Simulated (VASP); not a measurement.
Set up this calculation in VASP 6.6.1, as the native input.

| Property | Result |
| --- | --- |
| Task | single point |
| Functional | PBE |
| Potentials or basis | VASP PAW PBE potentials, release 64 (Os) |
| Cutoff | 520 eV |
| k mesh | 16 × 16 × 16 |
| Occupations | fermi-dirac, width 0.1 eV |
| Spin | no spin polarisation |
| Dipole correction | no |
| Further INCAR settings | ALGO = Normal; EDIFF = 1e-06; NBANDS = 10 |

The structure of Os lies in POSCAR:

```
Os
1.0
   -1.5254283476      1.5254283476      1.5254283476
    1.5254283476     -1.5254283476      1.5254283476
    1.5254283476      1.5254283476     -1.5254283476
Os
1
Direct
    0.0000000000      0.0000000000      0.0000000000
```

This cell differs from its parent crystal: volume scaled by 0.96.

One way to write it, as run:

INCAR

```
SYSTEM = Os
PREC     = Accurate       ! precision mode
ENCUT    = 520            ! plane-wave cutoff, eV
EDIFF    = 1E-6           ! SCF threshold, eV
ISMEAR   = -1             ! smearing method
SIGMA    = 0.1            ! smearing width, eV
LREAL    = .False.        ! projectors in reciprocal space
LASPH    = .True.         ! aspherical terms in the spheres
NELM     = 80             ! most SCF steps
ALGO     = Normal         ! electronic algorithm
ISIF     = 2              ! what is computed and relaxed
LWAVE    = .False.        ! write WAVECAR
LCHARG   = .False.        ! write CHGCAR
GGA      = PE             ! functional
NBANDS   = 10             ! bands
```

KPOINTS

```
Automatic mesh
0
Gamma
  16 16 16
  0 0 0
```

Potentials or basis: VASP PAW PBE potentials, release 64 (Os).

The run is started by

```console
$ cat potpaw_PBE.64/Os/POTCAR > POTCAR
$ mpirun -np 1 vasp_std > vasp.out
```

Results of the run:

```yaml
Pressure: 16.2 GPa
Band_gap_on_the_k_mesh: zero (band 4 reaches 12.03 eV, above the bottom of band 5 at 7.46 eV)
```

Caveat: spin-orbit coupling is left out, which moves the levels of the heavy elements.

It took 34 s on 1 thread of AMD EPYC 7R13 (shared host), peak memory 0.11 GiB.
